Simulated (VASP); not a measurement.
Set up this calculation in VASP 6.6.1, as the native input.

```yaml
Task: single point
Functional: LDA
Potentials_or_basis: VASP PAW LDA potentials, release 64 (Cs_sv, H)
Cutoff: 520 eV
k_mesh: 8 × 8 × 8
Occupations: gaussian, width 0.02 eV
Spin: no spin polarisation
Dipole_correction: no
Further_INCAR_settings: ALGO = Normal; EDIFF = 1e-07; NBANDS = 12
```

The structure of CsH lies in POSCAR:

```
CsH
1.0
    0.0000000000      2.9566925546      2.9566925546
    2.9566925546      0.0000000000      2.9566925546
    2.9566925546      2.9566925546      0.0000000000
Cs H
1 1
Direct
    0.0000000000      0.0000000000      0.0000000000
    0.5000000000      0.5000000000      0.5000000000
```

This cell differs from its parent crystal: volume scaled by 0.91.

The input as run:

INCAR

```
SYSTEM = CsH
PREC = Accurate
ENCUT = 520
EDIFF = 1E-7
ISMEAR = 0
SIGMA = 0.02
LREAL = .False.
LASPH = .True.
NELM = 80
ALGO = Normal
ISIF = 2
LWAVE = .False.
LCHARG = .False.
NBANDS = 12
```

KPOINTS

```
Automatic mesh
0
Gamma
  8 8 8
  0 0 0
```

Potentials or basis: VASP PAW LDA potentials, release 64 (Cs_sv, H).

Command:

```bash
$ cat potpaw_LDA.64/Cs_sv/POTCAR potpaw_LDA.64/H/POTCAR > POTCAR
$ mpirun -np 1 vasp_std > vasp.out
```

Results of the run:

The pressure is 1.4 GPa and the band gap on the k mesh is 1.54 eV, direct.

Caveat: spin-orbit coupling is left out, which moves the levels of the heavy elements.

Wall time 13 s on 1 thread of Intel(R) Xeon(R) Platinum 8375C CPU @ 2.90GHz (Ice Lake), on a shared host, peak memory 0.15 GiB.
